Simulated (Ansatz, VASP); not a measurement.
**SiGe: VASP beside Ansatz**

```
Si Ge
1.0
     4.02060    0.00000    0.00000
    -2.01030    3.48194    0.00000
     0.00000    0.00000    6.06387
Si Ge
2 2
Direct
  0.66667 0.33333 0.87455
  0.33333 0.66667 0.37455
  0.66667 0.33333 0.50045
  0.33333 0.66667 0.00045
```

Alike in both runs: task single point; functional PBEsol; k mesh 12 × 12 × 6; occupations gaussian, width 0.03 eV; no spin polarisation.

|  | VASP | Ansatz |
| --- | --- | --- |
| version | VASP 6.6.1 | Ansatz 0.2.0 |
| potentials or method | VASP PAW PBE potentials, release 64 (Si, Ge_d), cutoff 520 eV | scalar-relativistic, plane waves, PAW |
| valence electrons in the cell | 36 | 36 |

VASP gave:

| Item | Value |
| --- | --- |
| gap on the k mesh at the Fermi level (eV) | none |
| pressure (GPa) | 1.2 |
| traceless stress, the component that is largest in VASP (GPa) | 14.07 |
| rms of the force components (eV/Å) | 0.702 |

Task: Estimate Ansatz's values.

Result: gap on the k mesh at the Fermi level (eV): none; pressure (GPa): 1.3; traceless stress, the component that is largest in VASP (GPa): 14.05; rms of the force components (eV/Å): 0.705.

VASP's potentials were made for PBE, not for PBEsol, and Ansatz warns of the same on its side. Atom by atom the forces differ by 0.003 eV/Å (rms over components). A gap of «none» marks a metal or a gap that the smearing closes. The functional is the same, so the differences come from potentials, cutoffs and numerics.
